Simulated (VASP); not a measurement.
Input of a VASP 6.6.1 run:

INCAR

```
PREC = Accurate
ENCUT = 520
EDIFF = 1E-8
ISMEAR = -1
SIGMA = 0.05
LREAL = False
LASPH = True
NELM = 60
ALGO = Normal
ISIF = 2
LWAVE = False
LCHARG = False
GGA = CA
LEFG = True
NBANDS = 14
```

Contents of KPOINTS:

```
Automatic mesh
0
Gamma
  11 11 11
```

The input POSCAR:

```
AlAu
1.0
    3.0539378551      0.0000000000      0.0000000000
    0.0000000000      3.0539378551      0.0000000000
    0.0000000000      0.0000000000      3.0539378551
Al Au
1 1
Direct
    0.0000000000      0.0000000000      0.0000000000
    0.5000000000      0.5000000000      0.5000000000
```

Potentials or basis: VASP PAW LDA potentials, release 64 (Al, Au).

Command:

```sh
$ cat potpaw_LDA.64/Al/POTCAR potpaw_LDA.64/Au/POTCAR > POTCAR
$ mpirun -np 1 vasp_std > vasp.out
```

(1) Predict the pressure.

(2) Predict the band gap on the k mesh.

Results:

(1) 17.3 GPa.

(2) zero (band 7 reaches 14.79 eV, above the bottom of band 8 at 11.06 eV).

Caveat: without QUAD_EFG the Cq values of the log hold for a quadrupole moment of 1 mb, not for the nuclei; spin-orbit coupling is left out, which moves the levels of the heavy elements.
